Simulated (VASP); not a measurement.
A run of VASP 6.6.1 is set up as follows.

Contents of INCAR:

```
  PREC = Accurate
  ENCUT = 520
  EDIFF = 1E-6
  ISMEAR = 0
  SIGMA = 0.2
  LREAL = F
  LASPH = T
  NELM = 60
  ALGO = Normal
  ISIF = 2
  LWAVE = F
  LCHARG = F
  GGA = PE
  NBANDS = 22
```

File KPOINTS:

```
Automatic mesh
0
Gamma
  6 6 6
```

File POSCAR:

```
Rb2AlH4
1.0
   -0.3286688804     -4.6660642896     -0.0026840165
    4.6924455034      0.3303607694     -0.0008036313
   -2.1871011105      2.1658443150      8.9442201170
Rb Al H
2 1 4
Direct
    0.3061694075      0.4363402399      0.7394702215
    0.5666323567      0.6978285436      0.2605102647
   -0.0659455190      0.0655957716     -0.0000224014
    0.0210502496      0.4168540436      0.0000206787
    0.1254212970      0.0226463580      0.1571835970
    0.5788275890     -0.0040091014      0.0000418703
    0.9678446193      0.8647441448      0.8427957692
```

Potentials or basis: VASP PAW PBE potentials, release 64 (Rb_sv, Al, H).

Launch:

```console
$ cat potpaw_PBE.64/Rb_sv/POTCAR potpaw_PBE.64/Al/POTCAR potpaw_PBE.64/H/POTCAR > POTCAR
$ mpirun -np 1 vasp_std > vasp.out
```

Task: What does it give for the pressure?

Result: 0.0 GPa.

Task: Estimate the band gap on the k mesh.

Result: Zero (an odd number of electrons rules out a gap without spin polarisation).

Task: Predict the largest force.

Result: 0.011 eV/Å.

Forces in eV/Å, atoms in the order of the input:
```
Rb   0.000 -0.001 -0.004
Rb  -0.001 -0.002  0.004
Al   0.010  0.002  0.002
H   -0.002 -0.011 -0.001
H   -0.001  0.002 -0.007
H   -0.006  0.008 -0.001
H    0.000  0.001  0.007
```
